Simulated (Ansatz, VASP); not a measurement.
## Ge: VASP beside Ansatz

```
CELL_PARAMETERS angstrom
-3.99695 0.00000 0.00000
0.00000 0.00000 -6.59633
0.00000 -6.92292 0.00000
ATOMIC_POSITIONS crystal
Ge 0.06192 0.93709 0.38100
Ge 0.56192 0.93709 0.88100
Ge 0.43808 0.43709 0.11900
Ge 0.93808 0.43709 0.61900
Ge 0.93808 0.56291 0.28567
Ge 0.43808 0.56291 0.78567
Ge 0.56192 0.06291 0.21433
Ge 0.06192 0.06291 0.71433
```

Change from the starting cell: mode 4 frozen in at -0.247 Å and mode 5 at -0.330 Å (largest displacements).

Alike in both runs: task single point; functional PBEsol; k mesh 10 × 6 × 6; occupations gaussian, width 0.15 eV; no spin polarisation.

|  | VASP | Ansatz |
| --- | --- | --- |
| version | VASP 6.6.1 | Ansatz 0.2.0 |
| potentials or method | VASP PAW PBE potentials, release 64 (Ge_d), cutoff 520 eV | scalar-relativistic, plane waves, PAW |
| valence electrons in the cell | 112 | 112 |

Ansatz gave:

| Item | Value |
| --- | --- |
| gap on the k mesh at the Fermi level (eV) | none |
| pressure (GPa) | -1.1 |
| traceless stress, the component that is largest in VASP (GPa) | -2.18 |
| rms of the force components (eV/Å) | 0.368 |

Task: What did VASP give for the same quantities?

Result: gap on the k mesh at the Fermi level (eV): none; pressure (GPa): -1.1; traceless stress, the component that is largest in VASP (GPa): -2.16; rms of the force components (eV/Å): 0.368.

VASP's potentials were made for PBE, not for PBEsol, and Ansatz warns of the same on its side. Atom by atom the forces differ by 0.002 eV/Å (rms over components). A gap of «none» marks a metal or a gap that the smearing closes. The functional is the same, so the differences come from potentials, cutoffs and numerics.
